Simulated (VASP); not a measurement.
# KF in VASP: a series of runs

Aim: see how the results for KF move with the level of theory and the settings. Levels: PBE, r2SCAN, HSE06. Tasks: single point.

Everything below comes from runs of VASP 6.6.1. Logs are shortened: lines on timing, memory, paths and dates and some standing lists are left out, and cuts for length are marked.

### Step 1. The cell of the first run

The structure is trigonal, space group R-3m (No. 166). Conventional cell: a = 4.496 Å, b = 4.496 Å, c = 5.582 Å, α = 90.00°, β = 90.00°, γ = 120.00°. Within 3.6 Å of K (site symmetry -3m) lie 8 F at 2.76 to 2.79 Å and 6 K at 3.19 Å. F (site symmetry -3m) has 8 K at 2.76 to 2.79 Å and 6 F at 3.19 Å within 3.6 Å.

### Step 2. Single point, PBE (strain along [111] +1.4%)

Contents of INCAR:

```
SYSTEM = KF
  PREC = Accurate
  ENCUT = 520
  EDIFF = 1E-6
  ISMEAR = -1
  SIGMA = 0.02
  LREAL = .False.
  LASPH = .True.
  NELM = 100
  ALGO = Normal
  ISIF = 2
  LWAVE = .False.
  LCHARG = .False.
  GGA = PE
  NBANDS = 15
```

Contents of KPOINTS:

```
regular mesh
0
Gamma
  8 8 8
  0 0 0
```

Contents of POSCAR:

```
KF
1.0
    3.1935995100      0.0147287678      0.0147287678
    0.0147287678      3.1935995100      0.0147287678
    0.0147287678      0.0147287678      3.1935995100
K F
1 1
Direct
    0.0000000000      0.0000000000      0.0000000000
    0.5000000000      0.5000000000      0.5000000000
```

Potentials or basis: VASP PAW PBE potentials, release 64 (K_sv, F).

The run is started by

```bash
cat potpaw_PBE.64/K_sv/POTCAR potpaw_PBE.64/F/POTCAR > POTCAR
mpirun -np 1 vasp_std > vasp.out
```

OUTCAR:

```text
SYSTEM = KF
   PREC = Accurate
   ENCUT = 520
   EDIFF = 1E-6
   ISMEAR = -1
   LREAL = .False.
   LASPH = .True.
   NELM = 100
   ISIF = 2
   GGA = PE

 ion  position               nearest neighbor table
   1  0.000  0.000  0.000-   2 2.76   2 2.76   2 2.76   2 2.76   2 2.76   2 2.76   2 2.79   2 2.79

   2  0.500  0.500  0.500-   1 2.76   1 2.76   1 2.76   1 2.76   1 2.76   1 2.76   1 2.79   1 2.79

  LATTYP: Found a trigonal (rhomboedric) cell.
 ALAT       =     3.1936674378
 COS(alpha) =     0.0092448061

  Lattice vectors:

 A1 = (   3.1935995100,   0.0147287678,   0.0147287678)
 A2 = (   0.0147287678,   3.1935995100,   0.0147287678)
 A3 = (   0.0147287678,   0.0147287678,   3.1935995100)

Analysis of symmetry for initial positions (statically):
=====================================================================
 Subroutine PRICEL returns:
 Original cell was already a primitive cell.

 Routine SETGRP: Setting up the symmetry group for a
 trigonal (rhombohedral) supercell.

 Subroutine GETGRP returns: Found 12 space group operations
 (whereof 12 operations were pure point group operations)
 out of a pool of 12 trial point group operations.

The static configuration has the point symmetry D_3d.

Analysis of symmetry for dynamics (positions and initial velocities):
=====================================================================
 Subroutine PRICEL returns:
 Original cell was already a primitive cell.

 Routine SETGRP: Setting up the symmetry group for a
 trigonal (rhombohedral) supercell.

 Subroutine GETGRP returns: Found 12 space group operations
 (whereof 12 operations were pure point group operations)
 out of a pool of 12 trial point group operations.

The dynamic configuration has the point symmetry D_3d.

 Subroutine INISYM returns: Found 12 space group operations
 (whereof 12 operations are pure point group operations),
 and found     1 'primitive' translations

----------------------------------------------------------------------------------------

                                     Primitive cell

  volume of cell :      32.5697

  direct lattice vectors                    reciprocal lattice vectors
     3.193599510  0.014728768  0.014728768     0.313139560 -0.001437559 -0.001437559
[... 92 lines left out ...]
   ISIF   =      2    stress and relaxation
   ISYM   =      2    0-nonsym 1-usesym 2-fastsym
   POTIM  = 0.5000    time-step for ionic-motion
   TEBEG  =    0.0;   TEEND  =   0.0 temperature during run
   PSTRESS=    0.0 pullay stress
   NELECT =      16.0000    total number of electrons
   NUPDOWN=      -1.0000    fix difference up-down
   EMIN   =  10.00;   EMAX   =-10.00  energy-range for DOS
   EFERMI =   0.00;   METHOD = LEGACY
   ISMEAR =    -1;   SIGMA  =   0.02  broadening in eV -4-tet -1-fermi 0-gaus
   EFERMI_NEDOS =   21; number of points for ismear=-14 and -15
   IALGO  =     38    algorithm
   IMIX   =      4    mixing-type and parameters
     AMIX     =   0.40;   BMIX     =  1.00
     AMIX_MAG =   1.60;   BMIX_MAG =  1.00
  volume/ion in A,a.u.               =      16.28       109.90
  Fermi-wavevector in a.u.,A,eV,Ry     =   1.291745  2.441045 22.702764  1.668606
  Thomas-Fermi vector in A             =   2.423496
   LORBIT       =      0    0 simple, 1 ext, 2 COOP (PROOUT), +10 PAW based schemes
   GGA     = PE    functional components
   LHFCALC =     F    Hartree Fock is set to
   AEXX    =    0.0000 exact exchange contribution
   IVDW    =     0    specifies the selected vdW correction
   LEPSILON=     F    determine dielectric tensor
   LRPA    =     F    only Hartree local field effects (RPA)
 non-spin polarized calculation
  energy-cutoff  :      520.00
  volume of cell :       32.57
 maximum number of plane-waves:       912
   NGX = 11   NGY = 11   NGZ = 11

 number of electron      15.9999984 magnetization

 Free energy of the ion-electron system (eV)
  ---------------------------------------------------
  ext. energy  EPLUGINS =         0.00000000
  ---------------------------------------------------
  free energy    TOTEN  =        -8.07621621 eV

  energy without entropy =       -8.07621621  energy(sigma->0) =       -8.07621621

 E-fermi :  -1.4290     XC(G=0):  -9.3226

 val. band max:       -1.8397066589   @ k =   0.5000   0.5000  -0.0000
 cond. band min:       4.8517676690   @ k =   0.0000   0.0000   0.0000
 fundamental gap:      6.6914743278
 Fermi energy:        -1.4289855277

 k-point     1 :       0.0000    0.0000    0.0000
  band No.  band energies     occupation
      1     -28.7262      2.00000
      2     -20.7927      2.00000
      3     -11.6807      2.00000
      4     -11.6807      2.00000
      5     -11.6735      2.00000
      6      -1.8806      2.00000
      7      -1.8803      2.00000
      8      -1.8803      2.00000
      9       4.8518      0.00000
     10       6.5215      0.00000
     11       6.5215      0.00000
     12      12.3451      0.00000
     13      12.3451      0.00000
     14      12.3789      0.00000
[... 401 lines left out ...]
      2     -20.8023      2.00000
      3     -12.3580      2.00000
      4     -11.7207      2.00000
      5     -11.6894      2.00000
      6      -2.8301      2.00000
      7      -2.1503      2.00000
      8      -2.0036      2.00000
      9       7.7544      0.00000
     10       7.8844      0.00000
     11       8.8796      0.00000
     12      10.4810      0.00000
     13      11.2578      0.00000
     14      11.7378      0.00000
     15      16.2604      0.00000

 [... further k-points ...]

------------------------ aborting loop because EDIFF is reached ----------------------------------------

  FORCE on cell =-STRESS in cart. coord.  units (eV):
  Direction    XX          YY          ZZ          XY          YZ          ZX
  --------------------------------------------------------------------------------------
  -------------------------------------------------------------------------------------
  Total        0.4813664      0.4813664      0.4813664     -0.0178336     -0.0178336     -0.0178336
  in kB       23.6795045     23.6795045     23.6795045     -0.8772758     -0.8772758     -0.8772758
  external PRESSURE =      23.6795045 kB  Pullay stress =       0.0000000 kB

 VOLUME and BASIS-vectors are now :
 -----------------------------------------------------------------------------
  energy-cutoff  :      520.00
  volume of cell :       32.57
      direct lattice vectors                 reciprocal lattice vectors
     3.193599510  0.014728768  0.014728768     0.313139560 -0.001437559 -0.001437559
     0.014728768  3.193599510  0.014728768    -0.001437559  0.313139560 -0.001437559
     0.014728768  0.014728768  3.193599510    -0.001437559 -0.001437559  0.313139560

 POSITION                                       TOTAL-FORCE (eV/Angst)
 -----------------------------------------------------------------------------------
      0.00000      0.00000      0.00000         0.000000      0.000000      0.000000
      1.61153      1.61153      1.61153        -0.000000     -0.000000      0.000000
 -----------------------------------------------------------------------------------
    total drift:                                0.000000      0.000000     -0.000000

  FREE ENERGIE OF THE ION-ELECTRON SYSTEM (eV)
  ---------------------------------------------------
  free  energy   TOTEN  =        -8.0762162087 eV

  energy  without entropy=       -8.0762162087  energy(sigma->0) =       -8.07621621
```

OSZICAR:

```text
N       E                     dE             d eps       ncg     rms          rms(c)
DAV:   1     0.104560939060E+03    0.10456E+03   -0.84385E+03  1950   0.106E+03
DAV:   2    -0.536031137258E+01   -0.10992E+03   -0.10247E+03  2568   0.288E+02
DAV:   3    -0.918230583847E+01   -0.38220E+01   -0.38101E+01  2428   0.467E+01
DAV:   4    -0.927647244381E+01   -0.94167E-01   -0.94145E-01  2797   0.698E+00
DAV:   5    -0.927818209540E+01   -0.17097E-02   -0.17096E-02  2538   0.785E-01    0.602E+00
DAV:   6    -0.814171989373E+01    0.11365E+01   -0.26933E+00  2069   0.139E+01    0.409E+00
DAV:   7    -0.809819698124E+01    0.43523E-01   -0.64897E-02  2533   0.227E+00    0.216E+00
DAV:   8    -0.807539988675E+01    0.22797E-01   -0.39526E-02  2300   0.207E+00    0.292E-01
DAV:   9    -0.807601737084E+01   -0.61748E-03   -0.26701E-03  2404   0.512E-01    0.110E-01
DAV:  10    -0.807618752688E+01   -0.17016E-03   -0.36112E-04  2282   0.191E-01    0.790E-02
DAV:  11    -0.807621974202E+01   -0.32215E-04   -0.41136E-05  2273   0.698E-02    0.183E-02
DAV:  12    -0.807621619040E+01    0.35516E-05   -0.62172E-06  2410   0.296E-02    0.298E-03
DAV:  13    -0.807621620869E+01   -0.18285E-07   -0.76488E-07  1690   0.884E-03
   1 F= -.80762162E+01 E0= -.80762162E+01  d E =-.198369E-10
```

It took 7.5 s on 1 thread of Intel Xeon 6975P-C (Granite Rapids), shared host; peak memory 0.15 GiB.

What came out:

```yaml
Free_energy: -8.0762 eV
Pressure: 2.4 GPa
Band_gap_on_the_k_mesh: 6.69 eV (least direct gap 6.73 eV)
```

Stress tensor (GPa, compression positive):
```
 2.37 -0.09 -0.09
-0.09  2.37 -0.09
-0.09 -0.09  2.37
```

Levels at points of the mesh, in eV from the valence-band top:
| k point | band 6 | band 7 | band 8 | band 9 | band 10 | band 11 |
| --- | --- | --- | --- | --- | --- | --- |
| (0.00, 0.00, 0.00) | -0.04 | -0.04 | -0.04 | 6.69 | 8.36 | 8.36 |
| (0.50, 0.00, 0.00) | -1.31 | -0.19 | -0.17 | 9.41 | 9.76 | 11.48 |
| (0.50, 0.50, 0.00) | -0.63 | -0.62 | 0.00 | 8.63 | 9.19 | 12.10 |
| (0.50, 0.50, 0.50) | -1.14 | -1.14 | -1.14 | 10.62 | 10.76 | 10.76 |

Caveat: the cell differs from its parent crystal (strain along [111] +1.4%). A k mesh can miss the band edges.

(Continued in part 2 of 2.)
